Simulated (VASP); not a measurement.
# AlN (Imm2) in VASP: further runs

AlN is run at these levels: r2SCAN; tasks: single point.

All numbers are computed with VASP 6.6.1; they aren't measurements. Logs are shortened: lines on timing, memory, paths and dates and some standing lists are left out, and cuts for length are marked.

## Step 1: The cell of the first run

The structure is orthorhombic, space group Imm2 (No. 44). The conventional cell has a = 3.067 Å, b = 3.113 Å, c = 4.370 Å, α = 90.00°, β = 90.00°, γ = 90.00°. Within 2.5 Å of Al (site symmetry mm2) lie 4 N at 1.88 to 1.90 Å. Within 2.5 Å of N (site symmetry mm2) lie 4 Al at 1.88 to 1.90 Å.

## Step 2: Single point, r2SCAN (strain +0.0150 x Voigt [0, 0, 0, 0, 0, 1])

POSCAR reads:

```
AlN
1.0
    0.0163867547      2.1849006282      2.1849006282
    2.1849006282      0.0163867547      2.1849006282
    2.2012873829      2.2012873829      0.0000000000
Al N
1 1
Direct
    0.0000000000      0.0000000000      0.0000000000
    0.7500000000      0.7500000000      0.7500000000
```

INCAR.step1 reads:

```
SYSTEM = AlN
PREC = Accurate
ENCUT = 520
ISMEAR = 0
SIGMA = 0.05
LREAL = .FALSE.
LASPH = .TRUE.
NELM = 100
NBANDS = 11
GGA = PE
ALGO = Normal
EDIFF = 1E-4
LWAVE = .TRUE.
LCHARG = .FALSE.
```

INCAR.step2 reads:

```
SYSTEM = AlN
PREC = Accurate
ENCUT = 520
EDIFF = 1E-6
ISMEAR = 0
SIGMA = 0.05
LREAL = .FALSE.
LASPH = .TRUE.
NELM = 100
ALGO = Normal
ISIF = 2
LWAVE = .FALSE.
LCHARG = .TRUE.
METAGGA = R2SCAN
LMIXTAU = .TRUE.
LELF = .TRUE.
LVHAR = .TRUE.
NBANDS = 11
ISTART = 1
```

KPOINTS reads:

```
Automatic mesh
0
G
  10 10 10
  0 0 0
```

Potentials or basis: VASP PAW PBE potentials, release 64 (Al, N).

Run with:

```
> cat potpaw_PBE.64/Al/POTCAR potpaw_PBE.64/N/POTCAR > POTCAR
> cp INCAR.step1 INCAR
> mpirun -np 1 vasp_std > vasp.out
> cp INCAR.step2 INCAR
> mpirun -np 1 vasp_std > vasp.out
```

OUTCAR:

```text
SYSTEM = AlN
   PREC = Accurate
   ENCUT = 520
   EDIFF = 1E-6
   ISMEAR = 0
   LREAL = .FALSE.
   LASPH = .TRUE.
   NELM = 100
   ISIF = 2
   METAGGA = R2SCAN
   ISTART = 1

 ion  position               nearest neighbor table
   1  0.000  0.000  0.000-   2 1.88   2 1.88   2 1.90   2 1.90
   2  0.750  0.750  0.750-   1 1.88   1 1.88   1 1.90   1 1.90

  LATTYP: Found a body centered orthorhombic cell.
 ALAT       =     3.0667417301
 B/A-ratio  =     1.0151133501
 C/A-ratio  =     1.4249003147

  Lattice vectors:

 A1 = (   2.1849006282,   0.0163867547,  -2.1849006282)
 A2 = (  -2.1849006282,  -0.0163867547,  -2.1849006282)
 A3 = (   0.0163867547,   2.1849006282,   2.1849006282)

Analysis of symmetry for initial positions (statically):
=====================================================================
 Subroutine PRICEL returns:
 Original cell was already a primitive cell.

 Routine SETGRP: Setting up the symmetry group for a
 body centered orthorhombic supercell.

 Subroutine GETGRP returns: Found  4 space group operations
 (whereof  4 operations were pure point group operations)
 out of a pool of  8 trial point group operations.

The static configuration has the point symmetry C_2v.

Analysis of symmetry for dynamics (positions and initial velocities):
=====================================================================
 Subroutine PRICEL returns:
 Original cell was already a primitive cell.

 Routine SETGRP: Setting up the symmetry group for a
 body centered orthorhombic supercell.

 Subroutine GETGRP returns: Found  4 space group operations
 (whereof  4 operations were pure point group operations)
 out of a pool of  8 trial point group operations.

The dynamic configuration has the point symmetry C_2v.

 Subroutine INISYM returns: Found  4 space group operations
 (whereof  4 operations are pure point group operations),
 and found     1 'primitive' translations

----------------------------------------------------------------------------------------

                                     Primitive cell

  volume of cell :      20.8593

  direct lattice vectors                    reciprocal lattice vectors
     0.016386755  2.184900628  2.184900628    -0.230572654  0.230572654  0.228843360
     2.184900628  0.016386755  2.184900628     0.230572654 -0.230572654  0.228843360
     2.201287383  2.201287383  0.000000000     0.227139811  0.227139811 -0.228843360

  length of vectors
     3.089959552  3.089959552  3.113090472     0.398367646  0.398367646  0.394403690

  position of ions in fractional coordinates (direct lattice)
     0.000000000  0.000000000  0.000000000
     0.750000000  0.750000000  0.750000000

[... 87 lines left out ...]
   NELECT =       8.0000    total number of electrons
   NUPDOWN=      -1.0000    fix difference up-down
   EMIN   =  10.00;   EMAX   =-10.00  energy-range for DOS
   EFERMI =   0.00;   METHOD = LEGACY
   ISMEAR =     0;   SIGMA  =   0.05  broadening in eV -4-tet -1-fermi 0-gaus
   EFERMI_NEDOS =   21; number of points for ismear=-14 and -15
   IALGO  =     38    algorithm
   IMIX   =      4    mixing-type and parameters
     AMIX     =   0.40;   BMIX     =  1.00
     AMIX_MAG =   1.60;   BMIX_MAG =  1.00
  volume/ion in A,a.u.               =      10.43        70.38
  Fermi-wavevector in a.u.,A,eV,Ry     =   1.189427  2.247692 19.248674  1.414738
  Thomas-Fermi vector in A             =   2.325535
   LORBIT       =      0    0 simple, 1 ext, 2 COOP (PROOUT), +10 PAW based schemes
   METAGGA = R2SCAN    functional components
   LHFCALC =     F    Hartree Fock is set to
   AEXX    =    0.0000 exact exchange contribution
   IVDW    =     0    specifies the selected vdW correction
   LEPSILON=     F    determine dielectric tensor
   LRPA    =     F    only Hartree local field effects (RPA)
 non-spin polarized calculation
 Gauss-broadening in eV      SIGMA  =   0.05
  energy-cutoff  :      520.00
  volume of cell :       20.86
 maximum number of plane-waves:       572
   NGX = 11   NGY = 11   NGZ = 11

 number of electron       8.0000000 magnetization

 Free energy of the ion-electron system (eV)
  ---------------------------------------------------
  ext. energy  EPLUGINS =         0.00000000
  ---------------------------------------------------
  free energy    TOTEN  =       -19.17622746 eV

  energy without entropy =      -19.17622746  energy(sigma->0) =      -19.17622746

 E-fermi :   5.9328     XC(G=0): -11.4129

 val. band max:        5.7238126689   @ k =   0.0000   0.0000   0.0000
 cond. band min:       9.6113323135   @ k =   0.5000   0.5000   0.0000
 fundamental gap:      3.8875196446
 Fermi energy:         5.9327889084

 k-point     1 :       0.0000    0.0000    0.0000
  band No.  band energies     occupation
      1     -10.0531      2.00000
      2       5.6412      2.00000
      3       5.6806      2.00000
      4       5.7238      2.00000
      5      10.5584      0.00000
      6      18.9850      0.00000
      7      19.1981      0.00000
      8      19.4004      0.00000
      9      24.2043      0.00000
     10      24.2108      0.00000
     11      25.8301      0.00000
[... 309 lines left out ...]
 k-point    24 :       0.4000    0.3000    0.0000
  band No.  band energies     occupation
      1      -8.0664      2.00000
      2       1.5026      2.00000
      3       4.0291      2.00000
      4       4.1737      2.00000
      5      11.2355      0.00000
      6      16.1155      0.00000
      7      18.9819      0.00000
      8      21.2749      0.00000
      9      21.9876      0.00000
     10      28.0962      0.00000
     11      30.5758      0.00000

 [... further k-points ...]

------------------------ aborting loop because EDIFF is reached ----------------------------------------

  FORCE on cell =-STRESS in cart. coord.  units (eV):
  Direction    XX          YY          ZZ          XY          YZ          ZX
  --------------------------------------------------------------------------------------
  -------------------------------------------------------------------------------------
  Total       -0.0425912     -0.0425912     -0.0470116     -0.4632133      0.0000000      0.0000000
  in kB       -3.2713675     -3.2713675     -3.6108941    -35.5787756      0.0000000      0.0000000
  external PRESSURE =      -3.3845430 kB  Pullay stress =       0.0000000 kB

 VOLUME and BASIS-vectors are now :
 -----------------------------------------------------------------------------
  energy-cutoff  :      520.00
  volume of cell :       20.86
      direct lattice vectors                 reciprocal lattice vectors
     0.016386755  2.184900628  2.184900628    -0.230572654  0.230572654  0.228843360
     2.184900628  0.016386755  2.184900628     0.230572654 -0.230572654  0.228843360
     2.201287383  2.201287383  0.000000000     0.227139811  0.227139811 -0.228843360

 POSITION                                       TOTAL-FORCE (eV/Angst)
 -----------------------------------------------------------------------------------
      0.00000      0.00000      0.00000        -0.000000     -0.000000     -0.131150
      3.30193      3.30193      3.27735         0.000000      0.000000      0.131150
 -----------------------------------------------------------------------------------
    total drift:                               -0.000001     -0.000001      0.001754

  FREE ENERGIE OF THE ION-ELECTRON SYSTEM (eV)
  ---------------------------------------------------
  free  energy   TOTEN  =       -19.1762274594 eV

  energy  without entropy=      -19.1762274594  energy(sigma->0) =      -19.17622746
```

Run time: 100 s. Hardware: 1 thread of Intel Xeon 8259CL, shared host; peak memory 0.16 GiB.

What came out:

```
Free energy            : -19.1762 eV
Pressure               : -0.3 GPa
Largest force          : 0.131 eV/Å
Band gap on the k mesh : 3.89 eV, indirect (least direct gap 4.83 eV)
```

Forces in eV/Å, atoms in the order of the input:
```
Al   0.000  0.000 -0.131
N    0.000  0.000  0.131
```

Stress tensor (GPa, compression positive):
```
-0.33 -3.56  0.00
-3.56 -0.33  0.00
 0.00  0.00 -0.36
```

Caveat: the cell differs from its parent crystal (strain +0.0150 x Voigt [0, 0, 0, 0, 0, 1]); the PAW data sets were made with another functional, which shifts forces and pressure a little. A k mesh can miss the band edges.

## Step 3: Single point, r2SCAN (strain +0.0050 x Voigt [0, 0, 0, 0, 0, 1])

POSCAR reads:

```
AlN
1.0
    0.0054622516      2.1849006282      2.1849006282
    2.1849006282      0.0054622516      2.1849006282
    2.1903628798      2.1903628798      0.0000000000
Al N
1 1
Direct
    0.0000000000      0.0000000000      0.0000000000
    0.7500000000      0.7500000000      0.7500000000
```

INCAR.step1 reads:

```
SYSTEM = AlN
ALGO = Normal ; EDIFF = 1E-4
ENCUT = 520 ; GGA = PE
ISMEAR = 0 ; LASPH = .True.
LCHARG = .False. ; LREAL = .False.
LWAVE = .True. ; NBANDS = 11
NELM = 100 ; PREC = Accurate
SIGMA = 0.05
```

INCAR.step2 reads:

```
SYSTEM = AlN
ALGO = Normal ; EDIFF = 1E-6
ENCUT = 520 ; ISIF = 2
ISMEAR = 0 ; ISTART = 1
LASPH = .True. ; LCHARG = .True.
LELF = .True. ; LMIXTAU = .True.
LREAL = .False. ; LVHAR = .True.
LWAVE = .False. ; METAGGA = R2SCAN
NBANDS = 11 ; NELM = 100
PREC = Accurate ; SIGMA = 0.05
```

KPOINTS reads:

```
k-points
0
Gamma
  10 10 10
  0 0 0
```

Potentials or basis: VASP PAW PBE potentials, release 64 (Al, N).

Run with:

```
> cat potpaw_PBE.64/Al/POTCAR potpaw_PBE.64/N/POTCAR > POTCAR
> cp INCAR.step1 INCAR
> mpirun -np 1 vasp_std > vasp.out
> cp INCAR.step2 INCAR
> mpirun -np 1 vasp_std > vasp.out
```

Wall time 96 s (1 thread of Intel Xeon 8259CL, shared host); peak memory 0.17 GiB.

Results (log left out):

```
Free energy            : -19.1793 eV
Pressure               : -0.4 GPa
Largest force          : 0.044 eV/Å
Band gap on the k mesh : 3.92 eV, indirect (least direct gap 4.87 eV)
```

Forces on the atoms (eV/Å):
```
Al   0.000  0.000 -0.044
N    0.000  0.000  0.044
```

Stress tensor (GPa, compression positive):
```
-0.39 -1.19  0.00
-1.19 -0.39  0.00
 0.00  0.00 -0.39
```

Levels at points of the mesh, in eV from the valence-band top:
```tsv
k point	band 1	band 2	band 3	band 4	band 5	band 6	band 7	band 8	band 9
(0.00, 0.00, 0.00)	-15.75	-0.03	-0.01	0.00	4.87	13.43	13.50	13.56	18.51
(0.50, 0.00, 0.00)	-13.73	-5.90	-0.51	-0.51	8.16	10.80	11.87	11.92	19.29
(0.50, 0.50, 0.00)	-13.11	-4.96	-1.85	-1.79	3.92	9.46	15.17	16.91	16.94
(0.00, 0.00, 0.50)	-13.75	-5.91	-0.49	-0.49	8.21	10.80	11.92	11.98	19.30
(0.50, 0.00, 0.50)	-13.11	-4.96	-1.82	-1.82	3.92	9.46	15.17	16.92	16.93
```

Caveat: the cell differs from its parent crystal (strain +0.0050 x Voigt [0, 0, 0, 0, 0, 1]); the PAW data sets were made with another functional, which shifts forces and pressure a little.
